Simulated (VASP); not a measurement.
# Si: single point with r2SCAN

Si:

```
Si
1.0
    -3.40670    3.40670    3.40670
     3.40670   -3.40670    3.40670
     3.40670    3.40670   -3.40670
Si
8
Direct
  0.20140 0.20140 0.20140
  0.50000 0.00000 0.29860
  0.29860 0.50000 0.00000
  0.00000 0.29860 0.50000
  0.79860 0.79860 0.79860
  0.50000 0.00000 0.70140
  0.70140 0.50000 0.00000
  0.00000 0.70140 0.50000
```

This cell differs from its parent crystal: strain +0.025 along x and y, +0.025 along z.

* Program: VASP 6.6.1
* Task: single point
* Functional: r2SCAN
* Potentials or basis: VASP PAW PBE potentials, release 64 (Si)
* Cutoff: 520 eV
* k mesh: 8 × 8 × 8
* Occupations: gaussian, width 0.15 eV
* Spin: no spin polarisation

| Item | Value |
| --- | --- |
| Pressure | -6.7 GPa |
| Largest force | 0.331 eV/Å |
| Band gap on the k mesh | zero (filled and empty bands touch) |

Forces in eV/Å, atoms in the order of the input:
```
Si  -0.191 -0.191 -0.191
Si   0.191  0.191 -0.191
Si  -0.191  0.191  0.191
Si   0.191 -0.191  0.191
Si   0.191  0.191  0.191
Si  -0.191 -0.191  0.191
Si   0.191 -0.191 -0.191
Si  -0.191  0.191 -0.191
```

Levels at points of the mesh, in eV from the Fermi level:
```csv
k point,band 14,band 15,band 16,band 17,band 18,band 19
"(0.00, 0.00, 0.00)",-1.51,-1.51,-0.94,1.81,1.81,1.81
"(0.50, 0.00, 0.00)",-2.20,-1.37,-1.37,0.57,0.57,2.15
"(0.50, 0.50, 0.50)",-0.50,0.03,0.03,0.03,2.53,3.01
```

It took 4.9 min on 1 thread of Intel(R) Xeon(R) 6975P-C (Granite Rapids) (shared host), peak memory 0.39 GiB.

Caveat: the cell differs from its parent crystal (strain +0.025 along x and y, +0.025 along z); the cell stands under tension; semilocal functionals underestimate gaps, and a narrow one can read as zero; the PAW data sets were made with another functional, which shifts forces and pressure a little.
